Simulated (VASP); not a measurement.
# AlC (Fm-3m) in VASP: notebook, part 2 of 2

VASP 6.6.1. Earlier steps stand in the parts before.

## Step 4: Relaxation of cell and atoms, PBE

This run uses another cell than the first one, of 9.75 Å³/atom, 0.688 times its volume.

File INCAR:

```
ALGO     = Normal         # electronic algorithm
EDIFF    = 1E-7           # SCF threshold, eV
EDIFFG   = -0.01          # ionic threshold
ENCUT    = 600            # plane-wave cutoff, eV
GGA      = PE             # functional
IBRION   = 2              # ionic algorithm
ISIF     = 3              # what is computed and relaxed
ISMEAR   = 0              # smearing method
LASPH    = T              # aspherical terms in the spheres
LCHARG   = F              # write CHGCAR
LREAL    = F              # projectors in reciprocal space
LWAVE    = F              # write WAVECAR
NELM     = 100            # most SCF steps
NSW      = 100            # ionic steps
PREC     = Accurate       # precision mode
SIGMA    = 0.1            # smearing width, eV
```

File KPOINTS:

```
k-points
0
Gamma
  22 22 22
```

File POSCAR:

```
AlC
1.0
    0.0000000000      2.1365164596      2.1365164596
    2.1365164596      0.0000000000      2.1365164596
    2.1365164596      2.1365164596      0.0000000000
Al C
1 1
Direct
    0.0000000000      0.0000000000      0.0000000000
    0.5000000000      0.5000000000      0.5000000000
```

Potentials or basis: VASP PAW PBE potentials, release 64 (Al, C).

Launch:

```sh
> cat potpaw_PBE.64/Al/POTCAR potpaw_PBE.64/C/POTCAR > POTCAR
> mpirun -np 1 vasp_std > vasp.out
```

OUTCAR:

```text
EDIFF = 1E-7
   EDIFFG = -0.01
   ENCUT = 600
   GGA = PE
   IBRION = 2
   ISIF = 3
   ISMEAR = 0
   LASPH = T
   LREAL = F
   NELM = 100
   NSW = 100
   PREC = Accurate

 ion  position               nearest neighbor table
   1  0.000  0.000  0.000-   2 2.14   2 2.14   2 2.14   2 2.14   2 2.14   2 2.14
   2  0.500  0.500  0.500-   1 2.14   1 2.14   1 2.14   1 2.14   1 2.14   1 2.14

  LATTYP: Found a face centered cubic cell.
 ALAT       =     4.2730329192

  Lattice vectors:

 A1 = (   0.0000000000,   2.1365164596,   2.1365164596)
 A2 = (   2.1365164596,   0.0000000000,   2.1365164596)
 A3 = (   2.1365164596,   2.1365164596,   0.0000000000)

Analysis of symmetry for initial positions (statically):
=====================================================================
 Subroutine PRICEL returns:
 Original cell was already a primitive cell.

 Routine SETGRP: Setting up the symmetry group for a
 face centered cubic supercell.

 Subroutine GETGRP returns: Found 48 space group operations
 (whereof 48 operations were pure point group operations)
 out of a pool of 48 trial point group operations.

The static configuration has the point symmetry O_h .

Analysis of symmetry for dynamics (positions and initial velocities):
=====================================================================
 Subroutine PRICEL returns:
 Original cell was already a primitive cell.

 Routine SETGRP: Setting up the symmetry group for a
 face centered cubic supercell.

 Subroutine GETGRP returns: Found 48 space group operations
 (whereof 48 operations were pure point group operations)
 out of a pool of 48 trial point group operations.

The dynamic configuration has the point symmetry O_h .

 Subroutine INISYM returns: Found 48 space group operations
 (whereof 48 operations are pure point group operations),
 and found     1 'primitive' translations

----------------------------------------------------------------------------------------

                                     Primitive cell

  volume of cell :      19.5051

  direct lattice vectors                    reciprocal lattice vectors
     0.000000000  2.136516460  2.136516460    -0.234025812  0.234025812  0.234025812
     2.136516460  0.000000000  2.136516460     0.234025812 -0.234025812  0.234025812
     2.136516460  2.136516460  0.000000000     0.234025812  0.234025812 -0.234025812

  length of vectors
     3.021490553  3.021490553  3.021490553     0.405344597  0.405344597  0.405344597

  position of ions in fractional coordinates (direct lattice)
     0.000000000  0.000000000  0.000000000
     0.500000000  0.500000000  0.500000000

  ion indices of the primitive-cell ions
   primitive index   ion index
                 1           1
                 2           2

----------------------------------------------------------------------------------------

 KPOINTS: k-points

Automatic generation of k-mesh.
 Grid dimensions read from file:
 generate k-points for:   22   22   22

 Generating k-lattice:

  Cartesian coordinates                     Fractional coordinates (reciprocal lattice)
    -0.010637537  0.010637537  0.010637537     0.045454545  0.000000000  0.000000000
[... 46 lines left out ...]
   ions per type =               1   1
   NGX,Y,Z   is equivalent  to a cutoff of  13.21, 13.21, 13.21 a.u.
   NGXF,Y,Z  is equivalent  to a cutoff of  26.41, 26.41, 26.41 a.u.
 SYSTEM =  unknown system
   PREC   = accura    normal or accurate (medium, high low for compatibility)
   ISTART =      0    job   : 0-new  1-cont  2-samecut
   ICHARG =      2    charge: 1-file 2-atom 10-const
   ISPIN  =      1    spin polarized calculation?
   LNONCOLLINEAR =      F non collinear calculations
   LSORBIT =      F    spin-orbit coupling
   LASPH  =      T    aspherical Exc in radial PAW
   ENCUT  =  600.0 eV  44.10 Ry    6.64 a.u.   6.03  6.03  6.03*2*pi/ulx,y,z
   NELM   =    100;   NELMIN=  2; NELMDL= -5     # of ELM steps
   EDIFF  = 0.1E-06   stopping-criterion for ELM
   LREAL  =      F    real-space projection
   EDIFFG = -.1E-01   stopping-criterion for IOM
   NSW    =    100    number of steps for IOM
   IBRION =      2    ionic relax: 0-MD 1-quasi-New 2-CG
   NFREE  =      1    steps in history (QN), initial steepest desc. (CG)
   ISIF   =      3    stress and relaxation
   ISYM   =      2    0-nonsym 1-usesym 2-fastsym
   POTIM  = 0.5000    time-step for ionic-motion
   TEBEG  =    0.0;   TEEND  =   0.0 temperature during run
   PSTRESS=    0.0 pullay stress
   NELECT =       7.0000    total number of electrons
   NUPDOWN=      -1.0000    fix difference up-down
   EMIN   =  10.00;   EMAX   =-10.00  energy-range for DOS
   EFERMI =   0.00;   METHOD = LEGACY
   ISMEAR =     0;   SIGMA  =   0.10  broadening in eV -4-tet -1-fermi 0-gaus
   EFERMI_NEDOS =   21; number of points for ismear=-14 and -15
   IALGO  =     38    algorithm
   IMIX   =      4    mixing-type and parameters
     AMIX     =   0.40;   BMIX     =  1.00
     AMIX_MAG =   1.60;   BMIX_MAG =  1.00
  volume/ion in A,a.u.               =       9.75        65.81
  Fermi-wavevector in a.u.,A,eV,Ry     =   1.163388  2.198485 18.415102  1.353472
  Thomas-Fermi vector in A             =   2.299938
   LORBIT       =      0    0 simple, 1 ext, 2 COOP (PROOUT), +10 PAW based schemes
   GGA     = PE    functional components
   LHFCALC =     F    Hartree Fock is set to
   AEXX    =    0.0000 exact exchange contribution
   IVDW    =     0    specifies the selected vdW correction
   LEPSILON=     F    determine dielectric tensor
   LRPA    =     F    only Hartree local field effects (RPA)
 conjugate gradient relaxation of ions
 non-spin polarized calculation
 Gauss-broadening in eV      SIGMA  =   0.10
  energy-cutoff  :      600.00
  volume of cell :       19.51
 maximum number of plane-waves:       666
   NGX = 13   NGY = 13   NGZ = 13

--------------------------------------- Ionic step        1  -------------------------------------------

 number of electron       7.0000000 magnetization

 Free energy of the ion-electron system (eV)
  ---------------------------------------------------
  ext. energy  EPLUGINS =         0.00000000
  ---------------------------------------------------
  free energy    TOTEN  =       -11.99960247 eV

  energy without entropy =      -11.99496778  energy(sigma->0) =      -11.99728512

------------------------ aborting loop because EDIFF is reached ----------------------------------------

  FORCE on cell =-STRESS in cart. coord.  units (eV):
  Direction    XX          YY          ZZ          XY          YZ          ZX
  --------------------------------------------------------------------------------------
  -------------------------------------------------------------------------------------
  Total       -0.0745844     -0.0745844     -0.0745844      0.0000000      0.0000000     -0.0000000
  in kB       -6.1264669     -6.1264669     -6.1264669      0.0000000      0.0000000     -0.0000000
  external PRESSURE =      -6.1264669 kB  Pullay stress =       0.0000000 kB
[... 59 lines left out ...]
--------------------------------------- Ionic step        3  -------------------------------------------

 number of electron       7.0000000 magnetization

 Free energy of the ion-electron system (eV)
  ---------------------------------------------------
  ext. energy  EPLUGINS =         0.00000000
  ---------------------------------------------------
  free energy    TOTEN  =       -11.99972585 eV

  energy without entropy =      -11.99510382  energy(sigma->0) =      -11.99741483

 E-fermi :   8.3609     XC(G=0): -11.6289

 val. band max:        8.3466390326   @ k =   0.5000   0.1818   0.0909
 cond. band min:       8.3957562026   @ k =   0.3182   0.1364   0.0000
 fundamental gap:      0.0491171700
 Fermi energy:         8.3608942352

 k-point     1 :       0.0000    0.0000    0.0000
  band No.  band energies     occupation
      1      -6.0559      2.00000
      2       9.8945      0.00000
      3       9.8945      0.00000
      4       9.8945      0.00000
      5      16.5711      0.00000
      6      19.3348      0.00000
      7      19.3348      0.00000
[... 221 lines left out ...]
 k-point    24 :      -0.4545    0.0455    0.0000
  band No.  band energies     occupation
      1      -2.2604      2.00000
      2       1.1945      2.00000
      3       8.5935      0.00100
      4       8.8053      0.00000
      5      15.6165      0.00000
      6      17.4005      0.00000
      7      17.6660      0.00000

 [... further k-points ...]

------------------------ aborting loop because EDIFF is reached ----------------------------------------

  FORCE on cell =-STRESS in cart. coord.  units (eV):
  Direction    XX          YY          ZZ          XY          YZ          ZX
  --------------------------------------------------------------------------------------
  -------------------------------------------------------------------------------------
  Total        0.0008124      0.0008124      0.0008124     -0.0000000      0.0000000     -0.0000000
  in kB        0.0669496      0.0669496      0.0669496     -0.0000000      0.0000000     -0.0000000
  external PRESSURE =       0.0669496 kB  Pullay stress =       0.0000000 kB
[... 17 lines left out ...]
  FREE ENERGIE OF THE ION-ELECTRON SYSTEM (eV)
  ---------------------------------------------------
  free  energy   TOTEN  =       -11.9997258461 eV

  energy  without entropy=      -11.9951038150  energy(sigma->0) =      -11.99741483

 reached required accuracy - stopping structural energy minimisation
```

Wall time 32 s (1 thread of Intel Xeon Platinum 8559C (Emerald Rapids), shared host); peak memory 0.18 GiB.

Results:

| Item | Value |
| --- | --- |
| Free energy | -11.9997 eV |
| Relaxed volume | 9.72 Å³/atom |
| Relaxed cell | a = 3.018 Å, b = 3.018 Å, c = 3.018 Å, α = 60.00°, β = 60.00°, γ = 60.00° |
| Space group after relaxing (to 0.05 Å) | Fm-3m (No. 225) |
| Energy gained by relaxing | 0.1 meV/atom |
| Ionic steps | 3 |
| Pressure after relaxing | 0.0 GPa |

The path:
| step | energy change (eV) | largest force (eV/Å) | pressure (GPa) | volume (Å³) |
| --- | --- | --- | --- | --- |
| 1 | 0.0000 | 0.0000 | -0.61 | 19.51 |
| 2 | -0.0001 | 0.0000 | 0.41 | 19.40 |
| 3 | -0.0001 | 0.0000 | 0.01 | 19.44 |

Final structure:
```
Al C
1.0
     0.00000    2.13418    2.13418
     2.13418    0.00000    2.13418
     2.13418    2.13418    0.00000
Al C
1 1
Direct
  0.00000 0.00000 0.00000
  0.50000 0.50000 0.50000
```

Levels at points of the mesh, in eV from the Fermi level:
```tsv
k point	band 2	band 3	band 4	band 5	band 6	band 7
(0.00, 0.00, 0.00)	1.53	1.53	1.53	8.21	10.97	10.97
(0.50, 0.00, 0.00)	-7.33	0.45	0.45	7.08	9.22	9.22
(0.50, 0.50, 0.00)	-6.26	-1.63	-1.63	3.58	4.90	14.92
```

## Step 5: Summary

```csv
task,cell,k mesh,cutoff (eV),gap on the mesh (eV),pressure (GPa),relaxed volume (Å³/atom)
relaxation of cell and atoms,"relaxed from a = 3.422 Å, angles 60.0°, 2 atoms",6 × 6 × 6,600,none,0.4,9.71
single point,"a = 3.019 Å, angles 60.0°, 2 atoms",22 × 22 × 22,520,none,-0.1,-
relaxation of cell and atoms,"relaxed from a = 3.021 Å, angles 60.0°, 2 atoms",22 × 22 × 22,600,none,0.0,9.72
```

Alike in all rows: level PBE; potentials or basis VASP PAW PBE potentials, release 64 (Al, C); no spin polarisation; smearing gaussian 0.1 eV.

Caveats: some runs use coarse meshes; the volume moved by over 15 % at a fixed basis, so the end points are rough (some runs).

Total energies depend on the potentials used, so only differences within one code and one set of settings carry meaning.
